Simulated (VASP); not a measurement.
# TaN (Fm-3m) in VASP: notebook, part 2 of 2

VASP 6.6.1.

## (3) Single point, RPBE

This run uses another cell than the first one, of 10.92 Å³/atom, 1.043 times its volume.

INCAR reads:

```
SYSTEM = TaN
PREC = Accurate
ENCUT = 520
EDIFF = 1E-7
ISMEAR = -1
SIGMA = 0.05
LREAL = .False.
LASPH = .True.
NELM = 80
ALGO = Normal
ISIF = 2
LWAVE = .False.
LCHARG = .False.
GGA = RP
NBANDS = 15
```

KPOINTS reads:

```
regular mesh
0
Gamma
  10 10 10
  0 0 0
```

POSCAR reads:

```
TaN
1.0
    0.0000000000      2.2188217946      2.2188217946
    2.2188217946      0.0000000000      2.2188217946
    2.2188217946      2.2188217946      0.0000000000
Ta N
1 1
Direct
    0.5000000000      0.5000000000      0.5000000000
    0.0000000000      0.0000000000      0.0000000000
```

Potentials or basis: VASP PAW PBE potentials, release 64 (Ta_pv, N).

Run with:

```
> cat potpaw_PBE.64/Ta_pv/POTCAR potpaw_PBE.64/N/POTCAR > POTCAR
> mpirun -np 1 vasp_std > vasp.out
```

OUTCAR:

```text
SYSTEM = TaN
   PREC = Accurate
   ENCUT = 520
   EDIFF = 1E-7
   ISMEAR = -1
   LREAL = .False.
   LASPH = .True.
   NELM = 80
   ISIF = 2
   GGA = RP

 ion  position               nearest neighbor table
   1  0.500  0.500  0.500-   2 2.22   2 2.22   2 2.22   2 2.22   2 2.22   2 2.22
   2  0.000  0.000  0.000-   1 2.22   1 2.22   1 2.22   1 2.22   1 2.22   1 2.22

  LATTYP: Found a face centered cubic cell.
 ALAT       =     4.4376435892

  Lattice vectors:

 A1 = (   0.0000000000,   2.2188217946,   2.2188217946)
 A2 = (   2.2188217946,   0.0000000000,   2.2188217946)
 A3 = (   2.2188217946,   2.2188217946,   0.0000000000)

Analysis of symmetry for initial positions (statically):
=====================================================================
 Subroutine PRICEL returns:
 Original cell was already a primitive cell.

 Routine SETGRP: Setting up the symmetry group for a
 face centered cubic supercell.

 Subroutine GETGRP returns: Found 48 space group operations
 (whereof 48 operations were pure point group operations)
 out of a pool of 48 trial point group operations.

The static configuration has the point symmetry O_h .

Analysis of symmetry for dynamics (positions and initial velocities):
=====================================================================
 Subroutine PRICEL returns:
 Original cell was already a primitive cell.

 Routine SETGRP: Setting up the symmetry group for a
 face centered cubic supercell.

 Subroutine GETGRP returns: Found 48 space group operations
 (whereof 48 operations were pure point group operations)
 out of a pool of 48 trial point group operations.

The dynamic configuration has the point symmetry O_h .

 Subroutine INISYM returns: Found 48 space group operations
 (whereof 48 operations are pure point group operations),
 and found     1 'primitive' translations

----------------------------------------------------------------------------------------

[... 120 lines left out ...]
   IVDW    =     0    specifies the selected vdW correction
   LEPSILON=     F    determine dielectric tensor
   LRPA    =     F    only Hartree local field effects (RPA)
 non-spin polarized calculation
  energy-cutoff  :      520.00
  volume of cell :       21.85
 maximum number of plane-waves:       609
   NGX = 11   NGY = 11   NGZ = 11

 number of electron      16.0000003 magnetization

 Free energy of the ion-electron system (eV)
  ---------------------------------------------------
  ext. energy  EPLUGINS =         0.00000000
  ---------------------------------------------------
  free energy    TOTEN  =       -20.79878172 eV

  energy without entropy =      -20.79280186  energy(sigma->0) =      -20.79579179

 E-fermi :   9.3796     XC(G=0): -13.2250

 val. band max:        9.2897763533   @ k =  -0.2000   0.2000   0.0000
 cond. band min:       9.4156101160   @ k =  -0.3000   0.3000   0.1000
 fundamental gap:      0.1258337626
 Fermi energy:         9.3795799564

 k-point     1 :       0.0000    0.0000    0.0000
  band No.  band energies     occupation
      1     -26.5338      2.00000
      2     -26.5338      2.00000
      3     -26.5338      2.00000
      4      -9.3544      2.00000
      5       5.6005      2.00000
      6       5.6005      2.00000
      7       5.6005      2.00000
      8       7.3208      2.00000
      9       7.3208      2.00000
     10       7.3208      2.00000
     11       9.4164      0.64764
     12       9.4164      0.64762
     13      10.6111      0.00000
     14      18.7081      0.00000
[... 401 lines left out ...]
      2     -26.7511      2.00000
      3     -26.7281      2.00000
      4      -7.8557      2.00000
      5       1.5244      2.00000
      6       3.5844      2.00000
      7       4.2335      2.00000
      8       5.5891      2.00000
      9      11.4440      0.00000
     10      12.1544      0.00000
     11      12.2328      0.00000
     12      12.9922      0.00000
     13      17.4905      0.00000
     14      19.7448      0.00000
     15      21.6891      0.00000

 [... further k-points ...]

------------------------ aborting loop because EDIFF is reached ----------------------------------------

  FORCE on cell =-STRESS in cart. coord.  units (eV):
  Direction    XX          YY          ZZ          XY          YZ          ZX
  --------------------------------------------------------------------------------------
  -------------------------------------------------------------------------------------
  Total        0.0971613      0.0971613      0.0971613      0.0000000     -0.0000000      0.0000000
  in kB        7.1253578      7.1253578      7.1253578      0.0000000     -0.0000000      0.0000000
  external PRESSURE =       7.1253578 kB  Pullay stress =       0.0000000 kB

 VOLUME and BASIS-vectors are now :
 -----------------------------------------------------------------------------
  energy-cutoff  :      520.00
  volume of cell :       21.85
      direct lattice vectors                 reciprocal lattice vectors
     0.000000000  2.218821795  2.218821795    -0.225344821  0.225344821  0.225344821
     2.218821795  0.000000000  2.218821795     0.225344821 -0.225344821  0.225344821
     2.218821795  2.218821795  0.000000000     0.225344821  0.225344821 -0.225344821

 POSITION                                       TOTAL-FORCE (eV/Angst)
 -----------------------------------------------------------------------------------
      2.21882      2.21882      2.21882         0.000000      0.000000      0.000000
      0.00000      0.00000      0.00000        -0.000000     -0.000000     -0.000000
 -----------------------------------------------------------------------------------
    total drift:                                0.000000     -0.000000     -0.000000

  FREE ENERGIE OF THE ION-ELECTRON SYSTEM (eV)
  ---------------------------------------------------
  free  energy   TOTEN  =       -20.7987817174 eV

  energy  without entropy=      -20.7928018590  energy(sigma->0) =      -20.79579179
```

OSZICAR:

```text
N       E                     dE             d eps       ncg     rms          rms(c)
DAV:   1     0.893131196348E+02    0.89313E+02   -0.88112E+03  1410   0.113E+03
DAV:   2    -0.209996532307E+02   -0.11031E+03   -0.10433E+03  1711   0.301E+02
DAV:   3    -0.237677787943E+02   -0.27681E+01   -0.27467E+01  1642   0.442E+01
DAV:   4    -0.237793161627E+02   -0.11537E-01   -0.11535E-01  1761   0.304E+00
DAV:   5    -0.237793982289E+02   -0.82066E-04   -0.82066E-04  1656   0.225E-01    0.227E+01
DAV:   6    -0.208825685145E+02    0.28968E+01   -0.54691E+00  1692   0.259E+01    0.928E+00
DAV:   7    -0.208308541467E+02    0.51714E-01   -0.55797E-01  1431   0.599E+00    0.650E+00
DAV:   8    -0.208053844801E+02    0.25470E-01   -0.14456E-01  1690   0.337E+00    0.164E+00
DAV:   9    -0.207988031643E+02    0.65813E-02   -0.19435E-02  1592   0.114E+00    0.305E-01
DAV:  10    -0.207988167099E+02   -0.13546E-04   -0.12801E-03  1641   0.379E-01    0.429E-02
DAV:  11    -0.207987817144E+02    0.34996E-04   -0.65673E-05  1599   0.965E-02    0.145E-02
DAV:  12    -0.207987822474E+02   -0.53305E-06   -0.55904E-06  1620   0.233E-02    0.873E-03
DAV:  13    -0.207987816860E+02    0.56143E-06   -0.24320E-07  1662   0.478E-03    0.218E-03
DAV:  14    -0.207987817174E+02   -0.31428E-07   -0.21028E-08   936   0.147E-03
   1 F= -.20798782E+02 E0= -.20795792E+02  d E =-.597986E-02
```

Run time: 11 s. Hardware: 1 thread of Intel Xeon 8259CL, shared host; peak memory 0.15 GiB.

What came out:

```
Free energy            : -20.7988 eV
Pressure               : 0.7 GPa
Band gap on the k mesh : zero (band 8 reaches 11.17 eV, above the bottom of band 9 at 7.32 eV)
```

Caveat: the PAW data sets were made with another functional, which shifts forces and pressure a little; spin-orbit coupling is left out, which moves the levels of the heavy elements.

## (4) Single point, revPBE

This run uses another cell than the first one, of 10.81 Å³/atom, 1.033 times its volume.

INCAR reads:

```
SYSTEM = TaN
ALGO = Normal
EDIFF = 1E-7
ENCUT = 520
GGA = RE
ISIF = 2
ISMEAR = -1
LASPH = .True.
LCHARG = .False.
LREAL = .False.
LWAVE = .False.
NBANDS = 15
NELM = 80
PREC = Accurate
SIGMA = 0.05
```

KPOINTS reads:

```
k-points
0
Gamma
  10 10 10
  0 0 0
```

POSCAR reads:

```
TaN
1.0
    0.0000000000      2.2113230000      2.2113230000
    2.2113230000      0.0000000000      2.2113230000
    2.2113230000      2.2113230000      0.0000000000
Ta N
1 1
Direct
    0.5000000000      0.5000000000      0.5000000000
    0.0000000000      0.0000000000      0.0000000000
```

Run with:

```
> cat potpaw_PBE.64/Ta_pv/POTCAR potpaw_PBE.64/N/POTCAR > POTCAR
> mpirun -np 1 vasp_std > vasp.out
```

It took 13 s on 1 thread of Intel Xeon 8259CL, shared host; peak memory 0.15 GiB.

Results (log left out):

```
Free energy            : -20.9828 eV
Pressure               : 2.8 GPa
Band gap on the k mesh : zero (band 8 reaches 11.28 eV, above the bottom of band 9 at 7.38 eV)
```

Levels at points of the mesh, in eV from the Fermi level:
| k point | band 6 | band 7 | band 8 | band 9 | band 10 | band 11 |
| --- | --- | --- | --- | --- | --- | --- |
| (0.00, 0.00, 0.00) | -3.80 | -3.80 | -2.09 | -2.09 | -2.09 | 0.04 |
| (0.50, 0.00, 0.00) | -7.48 | -7.48 | 1.82 | 1.82 | 1.92 | 3.72 |
| (0.50, 0.50, 0.00) | -5.38 | -4.63 | -4.63 | 2.04 | 3.41 | 3.41 |

Caveat: the PAW data sets were made with another functional, which shifts forces and pressure a little; spin-orbit coupling is left out, which moves the levels of the heavy elements.

## (5) Summary

| level | cell | gap on the mesh (eV) | pressure (GPa) |
| --- | --- | --- | --- |
| PBEsol | a = 3.094 Å, angles 60.0°, 2 atoms | none | 1.0 |
| RPBE | a = 3.138 Å, angles 60.0°, 2 atoms | none | 0.7 |
| revPBE | a = 3.127 Å, angles 60.0°, 2 atoms | none | 2.8 |

Alike in all rows: task single point; potentials or basis VASP PAW PBE potentials, release 64 (Ta_pv, N); no spin polarisation; k mesh 10 × 10 × 10; cutoff (eV) 520; smearing fermi-dirac 0.05 eV.

Caveats: the PAW data sets were made with another functional, which shifts forces and pressure a little; spin-orbit coupling is left out, which moves the levels of the heavy elements.

Total energies depend on the potentials used, so only differences within one code and one set of settings carry meaning.
